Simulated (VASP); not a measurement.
A run of VASP 6.6.1:

POSCAR

```
SrMg
1.0
    3.9112469463     -0.2058551024     -0.2058551024
   -0.2058551024      3.9112469463     -0.2058551024
   -0.2058551024     -0.2058551024      3.9112469463
Sr Mg
1 1
Direct
    0.5000000000      0.5000000000      0.5000000000
    0.0000000000      0.0000000000      0.0000000000
```

The input INCAR.step1:

```
ALGO = Normal
EDIFF = 1E-4
ENCUT = 520
GGA = PE
ISMEAR = 0
LASPH = T
LCHARG = F
LREAL = F
LWAVE = T
NBANDS = 13
NELM = 80
PREC = Accurate
SIGMA = 0.15
```

Contents of INCAR.step2:

```
ALGO = Normal
EDIFF = 1E-6
ENCUT = 520
ISIF = 2
ISMEAR = 0
ISTART = 1
LASPH = T
LCHARG = T
LELF = T
LMIXTAU = T
LREAL = F
LVHAR = T
LWAVE = F
METAGGA = R2SCAN
NBANDS = 13
NELM = 80
PREC = Accurate
SIGMA = 0.15
```

File KPOINTS:

```
k-points
0
Gamma
  14 14 14
```

Potentials or basis: VASP PAW PBE potentials, release 64 (Sr_sv, Mg).

Run with:

```sh
$ cat potpaw_PBE.64/Sr_sv/POTCAR potpaw_PBE.64/Mg/POTCAR > POTCAR
$ cp INCAR.step1 INCAR
$ mpirun -np 1 vasp_std > vasp.out
$ cp INCAR.step2 INCAR
$ mpirun -np 1 vasp_std > vasp.out
```

Hardware: 1 thread of Intel(R) Xeon(R) 6975P-C (Granite Rapids), on a shared host.

Question: How long does it take, and how much memory?

Answer: Run time: 4 min on 1 thread of Intel(R) Xeon(R) 6975P-C (Granite Rapids), with other jobs on the host, peak memory 0.37 GiB. Counts: k points 288.
